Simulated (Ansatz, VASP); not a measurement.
# Cd: VASP beside Ansatz

```xyz
2
Lattice="3.0197 0.0000 0.0000 -1.5098 2.6151 0.0000 0.0000 0.0000 5.4668" Properties=species:S:1:pos:R:3 pbc="T T T"
Cd    0.0000    1.7434    1.3667
Cd    1.5098    0.8717    4.1001
```

Alike in both runs: task single point; functional PBE; k mesh 24 × 24 × 10; occupations gaussian, width 0.15 eV; no spin polarisation.

|  | VASP | Ansatz |
| --- | --- | --- |
| version | VASP 6.6.1 | Ansatz 0.2.0 |
| potentials or method | VASP PAW PBE potentials, release 64 (Cd), cutoff 520 eV | scalar-relativistic, plane waves, PAW |
| valence electrons in the cell | 24 | 40 |

VASP gave:

| Quantity | Value |
| --- | --- |
| gap on the k mesh at the Fermi level (eV) | none |
| pressure (GPa) | 2.8 |
| traceless stress, the component that is largest in VASP (GPa) | 0.34 |

Q: Which values does Ansatz return?

A: gap on the k mesh at the Fermi level (eV): none; pressure (GPa): 2.5; traceless stress, the component that is largest in VASP (GPa): 0.44.

A gap of «none» marks a metal or a gap that the smearing closes. The functional is the same, so the differences come from potentials, cutoffs and numerics. VASP's potentials hold 24 valence electrons a cell and Ansatz's 40, so a difference there can come from the potentials and not from the codes.
